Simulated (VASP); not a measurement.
# C (Fd-3m) in VASP: further runs, part 2 of 2

VASP 6.6.1. The steps go on from the part before.

## Step 5: Single point, LDA (volume scaled by 0.64)

Input file INCAR:

```
SYSTEM = C
ALGO = Normal
EDIFF = 1E-7
ENCUT = 520
GGA = CA
ISIF = 2
ISMEAR = -1
LASPH = .True.
LCHARG = .True.
LELF = .True.
LREAL = .False.
LVHAR = .True.
LWAVE = .False.
NBANDS = 11
NELM = 60
PREC = Accurate
SIGMA = 0.08
```

Input file KPOINTS:

```
k-points
0
Gamma
  20 20 20
  0 0 0
```

Input file POSCAR:

```
C
1.0
    0.0000000000      1.5217801907      1.5217801907
    1.5217801907      0.0000000000      1.5217801907
    1.5217801907      1.5217801907      0.0000000000
C
2
Direct
   -0.1250000000     -0.1250000000     -0.1250000000
    0.1250000000      0.1250000000      0.1250000000
```

Potentials or basis: VASP PAW LDA potentials, release 64 (C).

Started as:

```
> cat potpaw_LDA.64/C/POTCAR > POTCAR
> mpirun -np 1 vasp_std > vasp.out
```

OUTCAR:

```text
SYSTEM = C
   EDIFF = 1E-7
   ENCUT = 520
   GGA = CA
   ISIF = 2
   ISMEAR = -1
   LASPH = .True.
   LREAL = .False.
   NELM = 60
   PREC = Accurate

 ion  position               nearest neighbor table
   1  0.875  0.875  0.875-   2 1.32   2 1.32   2 1.32   2 1.32
   2  0.125  0.125  0.125-   1 1.32   1 1.32   1 1.32   1 1.32

  LATTYP: Found a face centered cubic cell.
 ALAT       =     3.0435603814

  Lattice vectors:

 A1 = (   0.0000000000,   1.5217801907,   1.5217801907)
 A2 = (   1.5217801907,   0.0000000000,   1.5217801907)
 A3 = (   1.5217801907,   1.5217801907,   0.0000000000)

Analysis of symmetry for initial positions (statically):
=====================================================================
 Subroutine PRICEL returns:
 Original cell was already a primitive cell.

 Routine SETGRP: Setting up the symmetry group for a
 face centered cubic supercell.

 Subroutine GETGRP returns: Found 48 space group operations
 (whereof 12 operations were pure point group operations)
 out of a pool of 48 trial point group operations.

The static configuration has the point symmetry D_3d.
 The point group associated with its full space group is O_h .

Analysis of symmetry for dynamics (positions and initial velocities):
[... 164 lines left out ...]
 Fermi energy:        19.3869429577

 k-point     1 :       0.0000    0.0000    0.0000
  band No.  band energies     occupation
      1     -10.7338      2.00000
      2      18.0373      2.00000
      3      18.0373      2.00000
      4      18.0373      2.00000
      5      24.9483      0.00000
      6      24.9483      0.00000
      7      24.9483      0.00000
      8      43.6978      0.00000
      9      44.7532      0.00000
     10      50.7823      0.00000
     11      50.7823      0.00000
[... 309 lines left out ...]
 k-point    24 :      -0.3500    0.0500    0.0000
  band No.  band energies     occupation
      1      -5.7269      2.00000
      2       3.6139      2.00000
      3      13.4795      2.00000
      4      14.4702      2.00000
      5      28.4325      0.00000
      6      28.8618      0.00000
      7      33.5469      0.00000
      8      38.3273      0.00000
      9      46.2208      0.00000
     10      47.3839      0.00000
     11      50.2060      0.00000

 [... further k-points ...]
[... 5 lines left out ...]
  --------------------------------------------------------------------------------------
  -------------------------------------------------------------------------------------
  Total       20.3097509     20.3097509     20.3097509      0.0000000      0.0000000      0.0000000
  in kB     4616.6760676   4616.6760676   4616.6760676      0.0000000      0.0000000      0.0000000
  external PRESSURE =    4616.6760676 kB  Pullay stress =       0.0000000 kB

 VOLUME and BASIS-vectors are now :
 -----------------------------------------------------------------------------
  energy-cutoff  :      520.00
  volume of cell :        7.05
      direct lattice vectors                 reciprocal lattice vectors
     0.000000000  1.521780191  1.521780191    -0.328562563  0.328562563  0.328562563
     1.521780191  0.000000000  1.521780191     0.328562563 -0.328562563  0.328562563
     1.521780191  1.521780191  0.000000000     0.328562563  0.328562563 -0.328562563

 POSITION                                       TOTAL-FORCE (eV/Angst)
 -----------------------------------------------------------------------------------
      2.66312      2.66312      2.66312         0.000000      0.000000      0.000000
      0.38045      0.38045      0.38045        -0.000000     -0.000000     -0.000000
 -----------------------------------------------------------------------------------
    total drift:                               -0.000000      0.000000      0.000000

  FREE ENERGIE OF THE ION-ELECTRON SYSTEM (eV)
  ---------------------------------------------------
  free  energy   TOTEN  =       -16.1259137062 eV

  energy  without entropy=      -16.1259137061  energy(sigma->0) =      -16.12591371
```

OSZICAR:

```text
N       E                     dE             d eps       ncg     rms          rms(c)
DAV:   1    -0.179499043835E+01   -0.17950E+01   -0.47787E+03  6089   0.713E+02
DAV:   2    -0.182027494731E+02   -0.16408E+02   -0.16134E+02  7147   0.130E+02
DAV:   3    -0.183903163696E+02   -0.18757E+00   -0.18739E+00  6662   0.101E+01
DAV:   4    -0.183904496170E+02   -0.13325E-03   -0.13325E-03  6109   0.347E-01
DAV:   5    -0.183904496960E+02   -0.78945E-07   -0.79187E-07  6514   0.768E-03    0.101E+01
DAV:   6    -0.166932165334E+02    0.16972E+01   -0.93919E-01  5962   0.740E+00    0.604E+00
DAV:   7    -0.161247581990E+02    0.56846E+00   -0.10589E+00  6307   0.784E+00    0.174E+00
DAV:   8    -0.161259460957E+02   -0.11879E-02   -0.18171E-02  6157   0.125E+00    0.700E-02
DAV:   9    -0.161259130623E+02    0.33033E-04   -0.65225E-05  6352   0.627E-02    0.328E-02
DAV:  10    -0.161259137203E+02   -0.65803E-06   -0.17357E-06  6414   0.120E-02    0.270E-03
DAV:  11    -0.161259137062E+02    0.14097E-07   -0.28323E-08  4091   0.131E-03
   1 F= -.16125914E+02 E0= -.16125914E+02  d E =-.115123E-09
```

Wall time 5.9 s (1 thread of Intel Xeon 6975P-C, shared host); peak memory 0.12 GiB.

What came out:

```
Free energy            : -16.1259 eV
Pressure               : 461.7 GPa
Band gap on the k mesh : 5.44 eV, indirect (least direct gap 6.91 eV)
```

 A k mesh can miss the band edges.

## Step 6: Single point, LDA (volume scaled by 0.72)

Input file INCAR:

```
SYSTEM = C
PREC = Accurate
ENCUT = 520
EDIFF = 1E-7
ISMEAR = -1
SIGMA = 0.08
LREAL = .FALSE.
LASPH = .TRUE.
NELM = 80
ALGO = Normal
ISIF = 2
LWAVE = .FALSE.
LCHARG = .TRUE.
GGA = CA
LELF = .TRUE.
LVHAR = .TRUE.
NBANDS = 11
```

Input file KPOINTS:

```
Automatic mesh
0
G
  20 20 20
  0 0 0
```

Input file POSCAR:

```
C
1.0
    0.0000000000      1.5827151784      1.5827151784
    1.5827151784      0.0000000000      1.5827151784
    1.5827151784      1.5827151784      0.0000000000
C
2
Direct
   -0.1250000000     -0.1250000000     -0.1250000000
    0.1250000000      0.1250000000      0.1250000000
```

Potentials or basis: VASP PAW LDA potentials, release 64 (C).

Started as:

```
> cat potpaw_LDA.64/C/POTCAR > POTCAR
> mpirun -np 1 vasp_std > vasp.out
```

It took 16 s on 1 thread of Intel Xeon 6975P-C, shared host; peak memory 0.13 GiB.

The run converged. Its results:

| Quantity | Value |
| --- | --- |
| Free energy | -18.1282 eV |
| Pressure | 278.3 GPa |
| Band gap on the k mesh | 5.07 eV, indirect (least direct gap 6.57 eV) |

Levels at points of the mesh, in eV from the valence-band top:
| k point | band 1 | band 2 | band 3 | band 4 | band 5 | band 6 | band 7 | band 8 | band 9 |
| --- | --- | --- | --- | --- | --- | --- | --- | --- | --- |
| (0.00, 0.00, 0.00) | -26.71 | 0.00 | 0.00 | 0.00 | 6.57 | 6.57 | 6.57 | 22.51 | 24.50 |
| (0.50, 0.00, 0.00) | -18.47 | -18.00 | -3.84 | -3.84 | 9.88 | 9.88 | 14.46 | 18.49 | 27.81 |
| (0.50, 0.50, 0.00) | -15.58 | -15.58 | -8.78 | -8.78 | 5.51 | 5.51 | 22.80 | 22.80 | 30.84 |
